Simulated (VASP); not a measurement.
The system is Al3Pd.

```
Al Pd
1.0
     4.27031    0.00000    0.00000
    -2.13516    3.69820    0.00000
     0.00000    0.00000    4.56778
Al Pd
3 1
Direct
  0.33333 0.66667 0.00000
  0.66667 0.33333 0.00000
  0.00000 0.00000 0.50000
  0.00000 0.00000 0.00000
```

The cell was generated, and may not be a known phase.

- Program: VASP 6.6.1
- Task: relaxation of cell and atoms
- Functional: PBE
- Potentials or basis: VASP PAW PBE potentials, release 64 (Al, Pd)
- Cutoff: 600 eV
- k mesh: 6 × 6 × 4
- Occupations: gaussian, width 0.1 eV
- Spin: no spin polarisation

At the start: pressure 16.4 GPa; volume 18.03 Å³/atom.

Where does the relaxation end?

Over 5 steps the energy falls by 132.9 meV/atom and the volume is 20.97 Å³/atom (+16.3 %); space group P6/mmm (No. 191, to 0.1 Å) before and after.

Step by step:
```tsv
step	energy change (eV)	largest force (eV/Å)	pressure (GPa)	volume (Å³)
1	0.0000	0.0000	16.43	72.14
2	-0.2892	0.0000	-6.48	93.22
3	-0.5093	0.0000	-0.04	83.63
4	-0.5093	0.0000	0.19	83.39
5	-0.5316	0.0000	0.15	83.89
```

Final structure:
```cif
data_structure
_symmetry_space_group_name_H-M 'P 1'
_symmetry_Int_Tables_number 1
_cell_length_a 4.4564
_cell_length_b 4.4564
_cell_length_c 4.8777
_cell_angle_alpha 90.000
_cell_angle_beta 90.000
_cell_angle_gamma 120.000
_cell_volume 83.89
loop_
_atom_site_label
_atom_site_type_symbol
_atom_site_fract_x
_atom_site_fract_y
_atom_site_fract_z
_atom_site_occupancy
Al1 Al 0.33333 0.66667 0.00000 1
Al2 Al 0.66667 0.33333 0.00000 1
Al3 Al 0.00000 0.00000 0.50000 1
Pd1 Pd 0.00000 0.00000 0.00000 1
```

Caveat: the volume moved by over 15 % at a fixed basis, so the end points are rough.
